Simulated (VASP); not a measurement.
**Ga3As3N2: single point with PBE+D3(BJ)**

Slab: Ga3As3N2, a slab with vacuum.

```
CELL_PARAMETERS angstrom
4.01370 0.00000 0.00000
0.00000 5.67623 0.00000
0.00000 0.00000 22.88527
ATOMIC_POSITIONS crystal
Ga 0.50000 0.50000 0.17478
Ga 0.00000 0.06538 0.27327
Ga 0.50000 0.48946 0.32920
As 0.00000 0.25000 0.17478
As 0.50000 0.81022 0.25542
As 0.00000 0.28876 0.36640
N 0.50000 0.53876 0.51497
N 0.50000 0.53876 0.56304
```

| Quantity | Value |
| --- | --- |
| Program | VASP 6.6.1 |
| Task | single point |
| Functional | PBE |
| Dispersion | D3(BJ) |
| Potentials or basis | VASP PAW PBE potentials, release 64 (Ga_d, As, N) |
| Cutoff | 520 eV |
| k mesh | 7 × 5 × 1 |
| Occupations | gaussian, width 0.05 eV |
| Spin | no spin polarisation |
| Dipole correction | yes |
| Further INCAR settings | ALGO = Normal; EDIFF = 1e-06; NBANDS = 42 |

| Quantity | Value |
| --- | --- |
| Largest force | 2.143 eV/Å |
| Band gap on the k mesh | 0.40 eV, indirect (least direct gap 0.75 eV) |
| Dispersion energy per atom | -0.157 eV |

Forces in eV/Å, atoms in the order of the input:
```
Ga   0.000 -0.311  1.034
Ga   0.000 -0.005  0.021
Ga   0.000  0.000  0.023
As   0.000  0.314 -1.064
As   0.000  0.008 -0.015
As   0.000 -0.009  0.042
N    0.000  0.013 -2.143
N    0.000 -0.009  2.102
```

Levels at points of the mesh, in eV from the valence-band top:
```tsv
k point	band 28	band 29	band 30	band 31	band 32	band 33	band 34	band 35	band 36	band 37
(0.00, 0.00, 0.00)	-1.98	-1.32	-0.89	-0.84	0.00	0.75	1.61	2.30	2.67	2.94
```

It took 8.9 min on 1 thread of Intel Xeon 6975P-C, on a shared host, peak memory 0.64 GiB.

Caveat: the standard files for N, O and F lose accuracy on very short bonds.
